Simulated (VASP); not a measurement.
Input of a VASP 6.6.1 run:

Contents of INCAR:

```
ALGO     = Normal         # electronic algorithm
EDIFF    = 1E-6           # SCF threshold, eV
EDIFFG   = -0.01          # ionic threshold
ENCUT    = 600            # plane-wave cutoff, eV
GGA      = PS             # functional
IBRION   = 2              # ionic algorithm
ISIF     = 3              # what is computed and relaxed
ISMEAR   = -1             # smearing method
LASPH    = True           # aspherical terms in the spheres
LCHARG   = False          # write CHGCAR
LREAL    = False          # projectors in reciprocal space
LWAVE    = False          # write WAVECAR
NELM     = 60             # most SCF steps
NSW      = 80             # ionic steps
PREC     = Accurate       # precision mode
PSTRESS  = 50.0         
SIGMA    = 0.05           # smearing width, eV
```

KPOINTS

```
k-points
0
Gamma
  7 7 7
```

Contents of POSCAR:

```
KBr
1.0
    0.0000000000      3.3000000000      3.3000000000
    3.3000000000      0.0000000000      3.3000000000
    3.3000000000      3.3000000000      0.0000000000
Br K
1 1
Direct
    0.5000000000      0.5000000000      0.5000000000
    0.0000000000      0.0000000000      0.0000000000
```

Potentials or basis: VASP PAW PBE potentials, release 64 (Br, K_sv).

The run is started by

```bash
$ cat potpaw_PBE.64/Br/POTCAR potpaw_PBE.64/K_sv/POTCAR > POTCAR
$ mpirun -np 1 vasp_std > vasp.out
```

**Question.** What does it give for the relaxed cell?

**Answer.** a = 4.342 Å, b = 4.342 Å, c = 4.342 Å, α = 60.00°, β = 60.00°, γ = 60.00°.

**Question.** What does it give for the band gap on the k mesh?

**Answer.** 4.89 eV, direct.

**Question.** Estimate the relaxed volume.

**Answer.** 28.93 Å³/atom.

The path:
| step | energy change (eV) | largest force (eV/Å) | pressure (GPa) | volume (Å³) |
| --- | --- | --- | --- | --- |
| 1 | 0.0000 | 0.0000 | -0.27 | 71.87 |
| 2 | 0.0972 | 0.0000 | 3.59 | 60.26 |
| 3 | 0.1558 | 0.0000 | 4.89 | 58.03 |
| 4 | 0.1637 | 0.0000 | 5.06 | 57.78 |
| 5 | 0.1610 | 0.0000 | 5.03 | 57.86 |

Caveat: the cell is relaxed towards a set pressure, so the enthalpy falls and the energy may rise; the volume moved by over 15 % at a fixed basis, so the end points are rough; the PAW data sets were made with another functional, which shifts forces and pressure a little.
